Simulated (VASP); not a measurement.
Input of a VASP 6.6.1 run:

File POSCAR:

```
PbS
1.0
    2.0627000000      1.1909004002      3.1748000000
   -2.0627000000      1.1909004002      3.1748000000
    0.0000000000     -2.3818008005      3.1748000000
Pb S
1 1
Direct
    0.9781509158      0.9781509158      0.9781509158
    0.4774504142      0.4774504142      0.4774504142
```

Contents of INCAR.step1:

```
SYSTEM = PbS
ALGO = Normal
EDIFF = 1E-4
ENCUT = 520
GGA = PE
ISMEAR = 0
LASPH = .TRUE.
LCHARG = .FALSE.
LREAL = .FALSE.
LWAVE = .TRUE.
NBANDS = 17
NELM = 60
PREC = Accurate
SIGMA = 0.05
```

The input INCAR.step2:

```
SYSTEM = PbS
ALGO = Normal
EDIFF = 1E-6
ENCUT = 520
ISIF = 2
ISMEAR = 0
ISTART = 1
LASPH = .TRUE.
LCHARG = .TRUE.
LELF = .TRUE.
LMIXTAU = .TRUE.
LREAL = .FALSE.
LVHAR = .TRUE.
LWAVE = .FALSE.
METAGGA = R2SCAN
NBANDS = 17
NELM = 60
PREC = Accurate
SIGMA = 0.05
```

Contents of KPOINTS:

```
k-points
0
G
  9 9 9
  0 0 0
```

Potentials or basis: VASP PAW PBE potentials, release 64 (Pb_d, S).

Launch:

```bash
$ cat potpaw_PBE.64/Pb_d/POTCAR potpaw_PBE.64/S/POTCAR > POTCAR
$ cp INCAR.step1 INCAR
$ mpirun -np 1 vasp_std > vasp.out
$ cp INCAR.step2 INCAR
$ mpirun -np 1 vasp_std > vasp.out
```

Task: What does it give for the largest force?

Result: 0.013 eV/Å.

Task: Estimate the pressure.

Result: 9.8 GPa.

Stress tensor (GPa, compression positive):
```
 9.17  0.00  0.00
 0.00  9.17  0.00
 0.00  0.00 10.95
```

Caveat: the PAW data sets were made with another functional, which shifts forces and pressure a little.
